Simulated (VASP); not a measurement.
# Cr (Im-3m) in VASP: settings compared

Aim: see how the results for Cr move with the level of theory and the settings. Levels: PBEsol, PBE+U, RPBE+U. Tasks: single point, relaxation of cell and atoms.

All numbers are computed with VASP 6.6.1; they aren't measurements. Logs are shortened: lines on timing, memory, paths and dates and some standing lists are left out, and cuts for length are marked.

## 1. The cell of the first run

Symmetry: Im-3m, No. 229, cubic system. The conventional cell has a = 2.969 Å, b = 2.969 Å, c = 2.969 Å, α = 90.00°, β = 90.00°, γ = 90.00°. Cr (site symmetry m-3m) has 14 Cr at 2.57 to 2.97 Å within 3.4 Å.

## 2. Single point, PBEsol, collinear spin, ferromagnetic start

File POSCAR:

```
Cr
1.0
   -1.4844496776      1.4844496776      1.4844496776
    1.4844496776     -1.4844496776      1.4844496776
    1.4844496776      1.4844496776     -1.4844496776
Cr
1
Direct
    0.0000000000      0.0000000000      0.0000000000
```

File INCAR.step1:

```
SYSTEM = Cr
PREC = Accurate
ENCUT = 520
EDIFF = 1E-7
ISMEAR = -1
SIGMA = 0.05
LREAL = .False.
LASPH = .True.
NELM = 150
ALGO = Normal
ISIF = 2
LWAVE = .False.
LCHARG = .True.
ISPIN = 2
MAGMOM = 3
LMAXMIX = 4
GGA = PS
NBANDS = 16
```

File KPOINTS.step1:

```
Automatic mesh
0
Gamma
  12 12 12
  0 0 0
```

File INCAR.step2:

```
SYSTEM = Cr
PREC = Accurate
ENCUT = 520
EDIFF = 1E-7
ISMEAR = -5
SIGMA = 0.05
LREAL = .False.
LASPH = .True.
NELM = 150
ALGO = Normal
ISIF = 2
LWAVE = .False.
LCHARG = .False.
ISPIN = 2
MAGMOM = 3
LORBIT = 11
LMAXMIX = 4
GGA = PS
NEDOS = 2001
ICHARG = 11
```

File KPOINTS.step2:

```
Automatic mesh
0
Gamma
  18 18 18
  0 0 0
```

Potentials or basis: VASP PAW PBE potentials, release 64 (Cr_pv).

Started as:

```bash
cat potpaw_PBE.64/Cr_pv/POTCAR > POTCAR
cp INCAR.step1 INCAR
cp KPOINTS.step1 KPOINTS
mpirun -np 1 vasp_std > vasp.out
cp INCAR.step2 INCAR
cp KPOINTS.step2 KPOINTS
mpirun -np 1 vasp_std > vasp.out
```

OUTCAR:

```text
SYSTEM = Cr
   PREC = Accurate
   ENCUT = 520
   EDIFF = 1E-7
   ISMEAR = -5
   LREAL = .False.
   LASPH = .True.
   NELM = 150
   ISIF = 2
   ISPIN = 2
   LORBIT = 11
   GGA = PS
   ICHARG = 11

 ion  position               nearest neighbor table
   1  0.000  0.000  0.000-

  LATTYP: Found a body centered cubic cell.
 ALAT       =     2.9688993552

  Lattice vectors:

 A1 = (  -1.4844496776,   1.4844496776,   1.4844496776)
 A2 = (   1.4844496776,  -1.4844496776,   1.4844496776)
 A3 = (   1.4844496776,   1.4844496776,  -1.4844496776)

Analysis of symmetry for initial positions (statically):
=====================================================================
 Subroutine PRICEL returns:
 Original cell was already a primitive cell.

 Routine SETGRP: Setting up the symmetry group for a
 body centered cubic supercell.

 Subroutine GETGRP returns: Found 48 space group operations
 (whereof 48 operations were pure point group operations)
 out of a pool of 48 trial point group operations.

The static configuration has the point symmetry O_h .

Analysis of symmetry for dynamics (positions and initial velocities):
=====================================================================
 Subroutine PRICEL returns:
 Original cell was already a primitive cell.

 Routine SETGRP: Setting up the symmetry group for a
 body centered cubic supercell.

 Subroutine GETGRP returns: Found 48 space group operations
 (whereof 48 operations were pure point group operations)
 out of a pool of 48 trial point group operations.

The dynamic configuration has the point symmetry O_h .

Analysis of structural, dynamic, and magnetic symmetry:
=====================================================================
 Subroutine PRICEL returns:
 Original cell was already a primitive cell.

 Routine SETGRP: Setting up the symmetry group for a
 body centered cubic supercell.

 Subroutine GETGRP returns: Found 48 space group operations
 (whereof 48 operations were pure point group operations)
 out of a pool of 48 trial point group operations.

The overall configuration has the point symmetry O_h .

 Subroutine INISYM returns: Found 48 space group operations
 (whereof 48 operations are pure point group operations),
 and found     1 'primitive' translations

----------------------------------------------------------------------------------------

                                     Primitive cell

  volume of cell :      13.0845

  direct lattice vectors                    reciprocal lattice vectors
    -1.484449678  1.484449678  1.484449678     0.000000000  0.336825160  0.336825160
     1.484449678 -1.484449678  1.484449678     0.336825160  0.000000000  0.336825160
     1.484449678  1.484449678 -1.484449678     0.336825160  0.336825160  0.000000000

  length of vectors
     2.571142263  2.571142263  2.571142263     0.476342709  0.476342709  0.476342709

  position of ions in fractional coordinates (direct lattice)
     0.000000000  0.000000000  0.000000000

  ion indices of the primitive-cell ions
   primitive index   ion index
                 1           1

----------------------------------------------------------------------------------------

 KPOINTS: Automatic mesh

Automatic generation of k-mesh.
 Grid dimensions read from file:
 generate k-points for:   18   18   18

 Generating k-lattice:

  Cartesian coordinates                     Fractional coordinates (reciprocal lattice)
     0.000000000  0.018712509  0.018712509     0.055555556  0.000000000  0.000000000
     0.018712509  0.000000000  0.018712509     0.000000000  0.055555556  0.000000000
     0.018712509  0.018712509  0.000000000     0.000000000  0.000000000  0.055555556

  Length of vectors
     0.026463484  0.026463484  0.026463484

  Shift w.r.t. Gamma in fractional coordinates (k-lattice)
     0.000000000  0.000000000  0.000000000

 TETIRR: Found   6794 inequivalent tetrahedra from    34992

 Subroutine IBZKPT returns following result:
 ===========================================

 Found    195 irreducible k-points:

 Following reciprocal coordinates:
            Coordinates               Weight
  0.000000  0.000000  0.000000      1.000000
  0.055556  0.000000  0.000000     12.000000
  0.111111  0.000000  0.000000     12.000000
  0.166667  0.000000  0.000000     12.000000
  0.222222  0.000000  0.000000     12.000000
  0.277778  0.000000  0.000000     12.000000
[... 16 lines left out ...]
  0.333333  0.111111  0.000000     48.000000
  0.388889  0.111111 -0.000000     48.000000
 [... further k-points ...]
   k-points           NKPTS =    195   k-points in BZ     NKDIM =    195   number of bands    NBANDS=     12
   number of dos      NEDOS =   2001   number of ions     NIONS =      1
   total plane-waves  NPLWV =   8000
   dimension x,y,z NGX =    20 NGY =   20 NGZ =   20
   dimension x,y,z NGXF=    40 NGYF=   40 NGZF=   40
   ions per type =               1
   NGX,Y,Z   is equivalent  to a cutoff of  12.93, 12.93, 12.93 a.u.
   NGXF,Y,Z  is equivalent  to a cutoff of  25.86, 25.86, 25.86 a.u.
 SYSTEM =  Cr
   PREC   = accura    normal or accurate (medium, high low for compatibility)
   ISTART =      0    job   : 0-new  1-cont  2-samecut
   ICHARG =     11    charge: 1-file 2-atom 10-const
   ISPIN  =      2    spin polarized calculation?
   LNONCOLLINEAR =      F non collinear calculations
   LSORBIT =      F    spin-orbit coupling
   LASPH  =      T    aspherical Exc in radial PAW
   ENCUT  =  520.0 eV  38.22 Ry    6.18 a.u.   4.78  4.78  4.78*2*pi/ulx,y,z
   NELM   =    150;   NELMIN=  2; NELMDL=  0     # of ELM steps
   EDIFF  = 0.1E-06   stopping-criterion for ELM
   LREAL  =      F    real-space projection
   EDIFFG = 0.1E-05   stopping-criterion for IOM
   NSW    =      0    number of steps for IOM
   IBRION =     -1    ionic relax: 0-MD 1-quasi-New 2-CG
   NFREE  =      0    steps in history (QN), initial steepest desc. (CG)
   ISIF   =      2    stress and relaxation
   ISYM   =      2    0-nonsym 1-usesym 2-fastsym
   POTIM  = 0.5000    time-step for ionic-motion
   TEBEG  =    0.0;   TEEND  =   0.0 temperature during run
   PSTRESS=    0.0 pullay stress
   NELECT =      12.0000    total number of electrons
   NUPDOWN=      -1.0000    fix difference up-down
   EMIN   =  10.00;   EMAX   =-10.00  energy-range for DOS
   EFERMI =   0.00;   METHOD = LEGACY
   ISMEAR =    -5;   SIGMA  =   0.05  broadening in eV -4-tet -1-fermi 0-gaus
   EFERMI_NEDOS =   21; number of points for ismear=-14 and -15
   IALGO  =     38    algorithm
   IMIX   =      4    mixing-type and parameters
     AMIX     =   0.40;   BMIX     =  1.00
     AMIX_MAG =   1.60;   BMIX_MAG =  1.00
  volume/ion in A,a.u.               =      13.08        88.30
  Fermi-wavevector in a.u.,A,eV,Ry     =   1.590559  3.005721 34.421077  2.529878
  Thomas-Fermi vector in A             =   2.689235
   LORBIT       =     11    0 simple, 1 ext, 2 COOP (PROOUT), +10 PAW based schemes
   GGA     = PS    functional components
   LHFCALC =     F    Hartree Fock is set to
   AEXX    =    0.0000 exact exchange contribution
   IVDW    =     0    specifies the selected vdW correction
   LEPSILON=     F    determine dielectric tensor
   LRPA    =     F    only Hartree local field effects (RPA)
 spin polarized calculation
 Fermi weights with tetrahedron method with Bloechl corrections
  energy-cutoff  :      520.00
  volume of cell :       13.08
 maximum number of plane-waves:       370

 number of electron      12.0000008 magnetization      -0.0000005

 Free energy of the ion-electron system (eV)
  ---------------------------------------------------
  ext. energy  EPLUGINS =         0.00000000
  ---------------------------------------------------
  free energy    TOTEN  =       -10.01369109 eV

  energy without entropy =      -10.01369109  energy(sigma->0) =      -10.01369109

 E-fermi :   9.1616     XC(G=0): -13.1153

 val. band max:        9.1506713029   @ k =  -0.3333   0.3333   0.2778
 cond. band min:       9.0544732875   @ k =  -0.1667   0.1667   0.1667
 fundamental gap:     -0.0961980154
 Fermi energy:         9.1615502535

 spin component 1

 k-point     1 :       0.0000    0.0000    0.0000
  band No.  band energies     occupation
      1     -33.5739      1.00000
      2     -33.5739      1.00000
      3     -33.5739      1.00000
      4       1.7359      1.00000
      5       8.3926      1.00000
      6       8.3926      1.00000
      7       8.3926      1.00000
      8      10.1059      0.00000
      9      10.1059      0.00000
     10      16.1940      0.00000
     11      30.4613      0.00000
     12      30.4613      0.00000
[... 331 lines left out ...]
 k-point    24 :       0.3889    0.1111   -0.0000
  band No.  band energies     occupation
      1     -34.1545      1.00000
      2     -33.7896      1.00000
      3     -33.6028      1.00000
      4       5.5435      1.00000
      5       7.1618      1.00000
      6       8.7715      1.01594
      7      10.0418      0.00000
      8      10.5994      0.00000
      9      12.2946      0.00000
     10      16.1899      0.00000
     11      18.2538      0.00000
     12      24.3257      0.00000

 [... further k-points ...]

 spin component 2

 k-point     1 :       0.0000    0.0000    0.0000
  band No.  band energies     occupation
      1     -33.5739      1.00000
      2     -33.5739      1.00000
      3     -33.5739      1.00000
      4       1.7359      1.00000
      5       8.3926      1.00000
      6       8.3926      1.00000
      7       8.3926      1.00000
      8      10.1059      0.00000
      9      10.1059      0.00000
     10      16.1940      0.00000
     11      30.4613      0.00000
     12      30.4613      0.00000
[... 331 lines left out ...]
 k-point    24 :       0.3889    0.1111   -0.0000
  band No.  band energies     occupation
      1     -34.1545      1.00000
      2     -33.7896      1.00000
      3     -33.6028      1.00000
      4       5.5435      1.00000
      5       7.1618      1.00000
      6       8.7715      1.01594
      7      10.0418      0.00000
      8      10.5994      0.00000
      9      12.2946      0.00000
     10      16.1899      0.00000
     11      18.2538      0.00000
     12      24.3257      0.00000

 [... further k-points ...]

------------------------ aborting loop because EDIFF is reached ----------------------------------------

  FORCE on cell =-STRESS in cart. coord.  units (eV):
  Direction    XX          YY          ZZ          XY          YZ          ZX
  --------------------------------------------------------------------------------------
  -------------------------------------------------------------------------------------
  Total       -3.1499393     -3.1499393     -3.1499393     -0.0000000     -0.0000000      0.0000000
  in kB     -385.7059489   -385.7059489   -385.7059489     -0.0000000     -0.0000000      0.0000000
  external PRESSURE =    -385.7059489 kB  Pullay stress =       0.0000000 kB

 VOLUME and BASIS-vectors are now :
 -----------------------------------------------------------------------------
  energy-cutoff  :      520.00
  volume of cell :       13.08
      direct lattice vectors                 reciprocal lattice vectors
    -1.484449678  1.484449678  1.484449678     0.000000000  0.336825160  0.336825160
     1.484449678 -1.484449678  1.484449678     0.336825160  0.000000000  0.336825160
     1.484449678  1.484449678 -1.484449678     0.336825160  0.336825160  0.000000000

 POSITION                                       TOTAL-FORCE (eV/Angst)
 -----------------------------------------------------------------------------------
      0.00000      0.00000      0.00000         0.000000     -0.000000     -0.000000
 -----------------------------------------------------------------------------------
    total drift:                               -0.000000      0.000000      0.000000

  FREE ENERGIE OF THE ION-ELECTRON SYSTEM (eV)
  ---------------------------------------------------
  free  energy   TOTEN  =       -10.0136910890 eV

  energy  without entropy=      -10.0136910890  energy(sigma->0) =      -10.01369109

 total charge

# of ion       s       p       d       tot
------------------------------------------
    1        0.389   6.338   4.077  10.805

 magnetization (x)

# of ion       s       p       d       tot
------------------------------------------
    1        0.000   0.000  -0.000  -0.000
```

Wall time 68 s (1 thread of Intel Xeon 8259CL, shared host); peak memory 0.19 GiB.

What came out:

| Item | Value |
| --- | --- |
| Net moment | 0.00 μB per cell |
| Valence electrons inside the program's atomic spheres | Cr 10.80 |

Caveat: an empty level that is flat over the whole mesh can mark a ghost state of the potentials, or a narrow d or f band; the PAW data sets were made with another functional, which shifts forces and pressure a little; tetrahedron occupations give inexact forces and stress in metals.

## 3. Single point, PBE+U, collinear spin, ferromagnetic start

POSCAR is that of step 2.

File INCAR.step1:

```
SYSTEM = Cr
ALGO = Normal
EDIFF = 1E-6
ENCUT = 300
GGA = PE
GGA_COMPAT = .FALSE.
ISMEAR = 1
ISPIN = 2
LASPH = .TRUE.
LCHARG = .TRUE.
LDAU = .TRUE.
LDAUJ = 0
LDAUL = 2
LDAUTYPE = 2
LDAUU = 4
LMAXMIX = 4
LORBIT = 11
LREAL = .FALSE.
LWAVE = .FALSE.
MAGMOM = 3
NBANDS = 26
NELM = 200
PREC = Accurate
SIGMA = 0.1
```

File KPOINTS.step1:

```
k-points
0
Gamma
  14 14 14
```

File INCAR.step2:

```
SYSTEM = Cr
ALGO = Normal
EDIFF = 1E-6
EMAX = 17.3473
EMIN = -7.6527
ENCUT = 300
GGA = PE
GGA_COMPAT = .FALSE.
ICHARG = 11
ISMEAR = -5
ISPIN = 2
LASPH = .TRUE.
LCHARG = .FALSE.
LDAU = .TRUE.
LDAUJ = 0
LDAUL = 2
LDAUTYPE = 2
LDAUU = 4
LMAXMIX = 4
LORBIT = 11
LREAL = .FALSE.
LWAVE = .FALSE.
MAGMOM = 3
NBANDS = 26
NEDOS = 2001
NELM = 200
PREC = Accurate
```

File KPOINTS.step2:

```
Automatic mesh
0
Gamma
  17 17 17
  0 0 0
```

Potentials or basis: VASP PAW PBE potentials, release 64 (Cr_pv).

Started as:

```bash
cat potpaw_PBE.64/Cr_pv/POTCAR > POTCAR
cp INCAR.step1 INCAR
cp KPOINTS.step1 KPOINTS
mpirun -np 1 vasp_std > vasp.out
cp INCAR.step2 INCAR
cp KPOINTS.step2 KPOINTS
mpirun -np 1 vasp_std > vasp.out
```

It took 57 s on 1 thread of Intel Xeon Platinum 8559C (Emerald Rapids), shared host; peak memory 0.19 GiB.

Results (log left out):

```yaml
Net_moment: -0.11 μB per cell
Site_moments: Cr -0.08 μB
Valence_electrons_inside_the_program's_atomic_spheres: Cr 10.79
Density_of_states_at_the_Fermi_level: 0.59 states/eV/atom
```

Levels at points of the mesh, in eV from the Fermi level:
Spin up:
```csv
k point,band 2,band 3,band 4,band 5,band 6,band 7,band 8,band 9,band 10,band 11
"(0.00, 0.00, 0.00)",-42.95,-42.95,-7.43,-0.79,-0.79,-0.79,1.89,1.89,6.97,21.29
```
Spin down:
```
           k point  band 2  band 3  band 4  band 5  band 6  band 7  band 8  band 9  band 10  band 11
(0.00, 0.00, 0.00)  -43.07  -43.07   -7.43   -1.15   -1.15   -1.15    1.94    1.94     6.79    21.30
```

Caveat: the cutoff is under 1.25 times the usual one of these potentials, so pressure, stress and relaxed cells hold a basis-set (Pulay) error; the U is typed as a test and isn't derived for this compound; tetrahedron occupations give inexact forces and stress in metals. The state reached can hang on the start; a lower one may exist.

(Part 1 of 2 ends here.)
